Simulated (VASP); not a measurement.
A run of VASP 6.6.1 is set up as follows.

INCAR

```
SYSTEM = Pt
ALGO = Fast
EDIFF = 1E-6
ENCUT = 520
GGA = CA
ISIF = 2
ISMEAR = 0
LASPH = .TRUE.
LCHARG = .FALSE.
LREAL = .FALSE.
LWAVE = .FALSE.
NBANDS = 11
NELM = 100
PREC = Accurate
SIGMA = 0.15
```

The input KPOINTS:

```
k-points
0
G
  24 24 24
  0 0 0
```

POSCAR

```
Pt
1.0
   -1.7210122338      1.7210122338      1.3423895424
    1.7210122338     -1.7210122338      1.3423895424
    1.7210122338      1.7210122338     -1.3423895424
Pt
1
Direct
    0.0000000000      0.0000000000      0.0000000000
```

Potentials or basis: VASP PAW LDA potentials, release 64 (Pt).

Launch:

```console
$ cat potpaw_LDA.64/Pt/POTCAR > POTCAR
$ mpirun -np 1 vasp_std > vasp.out
```

(1) What does it give for the pressure?

(2) What does it give for the band gap on the k mesh?

## Answers

(1) -14.4 GPa.

(2) zero (bands 5 and 6 overlap by 1.99 eV).

Caveat: the cell stands under tension; spin-orbit coupling is left out, which moves the levels of the heavy elements.
